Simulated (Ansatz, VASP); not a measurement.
# SnO2 in VASP and in Ansatz

File INCAR:

```
PREC     = Accurate       # precision mode
ENCUT    = 520            # plane-wave cutoff, eV
EDIFF    = 1E-7           # SCF threshold, eV
ISMEAR   = 0              # smearing method
SIGMA    = 0.05           # smearing width, eV
LREAL    = False          # projectors in reciprocal space
LASPH    = True           # aspherical terms in the spheres
NELM     = 60             # most SCF steps
ALGO     = Normal         # electronic algorithm
ISIF     = 2              # what is computed and relaxed
LWAVE    = False          # write WAVECAR
LCHARG   = True           # write CHGCAR
GGA      = PE             # functional
LELF     = True           # ELF
LVHAR    = True         
NBANDS   = 20             # bands
```

The input KPOINTS:

```
regular mesh
0
Gamma
  12 12 12
```

POSCAR

```
SnO2
1.0
    1.6167660720      0.9334403269      4.9182553763
   -1.6167660720      0.9334403269      4.9182553763
    0.0000000000     -1.8668806537      4.9182553763
Sn O
1 2
Direct
    0.5049182473      0.4950817527      0.5000000000
    0.2166363734      0.2531289750      0.2348826742
    0.7468710250      0.7833636266      0.7651173258
```

Input for Ansatz:

```yaml
crystal:
  lattice:
    - [1.616766072, 0.9334403269, 4.9182553763]
    - [-1.616766072, 0.9334403269, 4.9182553763]
    - [0.0, -1.8668806537, 4.9182553763]
  atoms:
    - { symbol: Sn, position: [0.5049182473, 0.4950817527, 0.5] }
    - { symbol: O, position: [0.2166363734, 0.253128975, 0.2348826742] }
    - { symbol: O, position: [0.746871025, 0.7833636266, 0.7651173258] }
basis:
  ecutwfc: 520.0
kpoints:
  mp_grid: { grid: [12, 12, 12] }
hamiltonian:
  xc: pbe
  pseudopotentials: { kind: paw, azcp: { folder: soft_1 } }
scf:
  occupations: { method: gaussian, width: 0.05 }
output:
  forces: true
  stress: true
  eigenvalues: true
```

Change from the starting cell: mode 4 frozen in at -0.059 Å, equal normal strain along x, y and z +0.0000.

Alike in both runs: task single point; functional PBE; k mesh 12 × 12 × 12; occupations gaussian, width 0.05 eV; no spin polarisation.

|  | VASP | Ansatz |
| --- | --- | --- |
| version | VASP 6.6.1 | Ansatz 0.2.0 |
| potentials or method | VASP PAW PBE potentials, release 64 (Sn_d, O), cutoff 520 eV | scalar-relativistic, plane waves, PAW |
| valence electrons in the cell | 26 | 26 |

```tsv
	VASP	Ansatz	Ansatz less VASP
gap on the k mesh at the Fermi level (eV)	2.00	2.02	+0.022
least direct gap on the mesh (eV)	2.17	2.19	+0.017
pressure (GPa)	1.1	0.6	-0.59
traceless stress, the component that is largest in VASP (GPa)	0.56	0.55	-0.012
rms of the force components (eV/Å)	0.434	0.419	-0.0148
```

Atom by atom the forces differ by 0.029 eV/Å (rms over components). With one functional, cell and mesh, what is left measures potentials, basis and numerics.
